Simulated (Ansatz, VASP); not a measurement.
## One calculation of ZnO3, two programs

```
CELL_PARAMETERS angstrom
3.39082 0.00000 0.00000
0.00000 3.39082 0.00000
0.00000 0.00000 3.39082
ATOMIC_POSITIONS crystal
Zn 0.00000 0.00000 0.00000
O 0.00000 0.50000 0.50000
O 0.50000 0.00000 0.50000
O 0.50000 0.50000 0.00000
```

Alike in both runs: functional PBE; k mesh 6 × 6 × 6; occupations gaussian, width 0.1 eV; collinear spin.

Ansatz relaxed the structure, and its values are those at the end. VASP's run is a single point on that final structure, the one shown.

```csv
,VASP,Ansatz
version,VASP 6.6.1,Ansatz 0.2.0
potentials or method,"VASP PAW PBE potentials, release 64 (Zn, O), cutoff 520 eV","scalar-relativistic, plane waves, PAW"
valence electrons in the cell,30,30
```

Ansatz gave:

| Property | Result |
| --- | --- |
| gap on the k mesh at the Fermi level (eV) | none |
| pressure (GPa) | 0.2 |
| net moment per atom (μB) | 1.00 |
| size of the moment on the site where the two differ most (μB) | 1.32 |

Q: Estimate VASP's values.

A: gap on the k mesh at the Fermi level (eV): none; pressure (GPa): 0.3; net moment per atom (μB): 1.00; size of the moment on the site where the two differ most (μB): 1.17.

Site moments also hang on the region over which each program counts them. A gap of «none» marks a metal or a gap that the smearing closes. With one functional, cell and mesh, what is left measures potentials, basis and numerics.
